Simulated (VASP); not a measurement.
Runs of VASP 6.6.1 on ZnS (Wurtzite-2H). Symmetry: P6_3mc, No. 186, hexagonal system. The conventional cell has a = 3.811 Å, b = 3.811 Å, c = 6.234 Å, α = 90.00°, β = 90.00°, γ = 120.00°. Zn (site symmetry 3m) has 4 S at 2.31 to 2.40 Å within 3.1 Å. S (site symmetry 3m) has 4 Zn at 2.31 to 2.40 Å within 3.1 Å. 

| k mesh | gap on the mesh (eV) | pressure (GPa) | largest force (eV/Å) |
| --- | --- | --- | --- |
| 6 × 6 × 4 | 2.25 | 2.5 | 0.32 |
| 12 × 12 × 4 | 2.25 | 2.5 | 0.32 |
| 3 × 3 × 2 | 2.24 | (a) | 0.37 |
| 12 × 12 × 6 | 2.25 | 2.5 | 0.32 |

Alike in all rows: task single point; level PBE; potentials or basis VASP PAW PBE potentials, release 64 (Zn, S); no spin polarisation; cell as given; cutoff (eV) 520; smearing gaussian 0.01 eV.

Q: Estimate the missing entries.

A: (a) 3.1.

Caveats: some runs use coarse meshes.

A k mesh can miss the band edges.
